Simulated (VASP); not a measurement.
Crystal: KF.

```
K F
1.0
     0.00000    2.55260    2.70178
     2.55260    0.00000    2.70178
     2.55260    2.55260    0.00000
K F
1 1
Direct
  0.00000 0.00000 0.00000
  0.50000 0.50000 0.50000
```

This cell differs from its parent crystal: epitaxial xy strain -4.0%.

Base run:

* Program: VASP 6.6.1
* Functional: r2SCAN
* Potentials or basis: VASP PAW PBE potentials, release 64 (K_sv, F)
* Cutoff: 520 eV
* k mesh: 8 × 8 × 8
* Occupations: gaussian, width 0.01 eV
* Spin: no spin polarisation

Its results: band gap on the k mesh 7.21 eV, direct; pressure 3.1 GPa.

Q: The run is repeated on the same cell with these changes: functional from r2SCAN to PBE; k mesh from 8 × 8 × 8 to 4 × 4 × 4. What comes out?

A: Band gap on the k mesh 6.54 eV, direct; pressure 5.3 GPa.

Several settings changed at once, so the effect can't be laid on one alone.

Caveats: some runs use coarse meshes; the PAW data sets were made with another functional, which shifts forces and pressure a little (some runs).

A k mesh can miss the band edges.
